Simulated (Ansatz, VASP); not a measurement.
# Two plane-wave programs on HfN

```
CELL_PARAMETERS angstrom
0.00000 2.15443 2.15443
2.15443 0.00000 2.15443
2.15443 2.15443 0.00000
ATOMIC_POSITIONS crystal
Hf 0.00000 0.00000 0.00000
N 0.50000 0.50000 0.50000
```

Alike in both runs: task relaxation of cell and atoms; functional PBE; k mesh 17 × 17 × 17; occupations fermi-dirac, width 0.08 eV; no spin polarisation.

|  | VASP | Ansatz |
| --- | --- | --- |
| version | VASP 6.6.1 | Ansatz 0.2.0 |
| potentials or method | VASP PAW PBE potentials, release 64 (Hf_pv, N) | PAW with Ansatz's default frozen-core files, scalar-relativistic |
| plane-wave cutoff (eV) | 600 | 420 |
| valence electrons in the cell | 15 | 31 |

Ansatz gave:

| Property | Result |
| --- | --- |
| relaxed volume (Å³/atom) | 11.76 |
| relaxed cell length with the largest relative difference (Å) | 3.216 |

Task: Which values does VASP return?

Result: Relaxed volume (Å³/atom): 11.66; relaxed cell length with the largest relative difference (Å): 3.206.

VASP's potentials hold 15 valence electrons a cell and Ansatz's 31, so a difference there can come from the potentials and not from the codes.

Spin-orbit coupling is off throughout. Noted on VASP's run: the volume moved by over 15 % at a fixed basis, so the end points are rough.
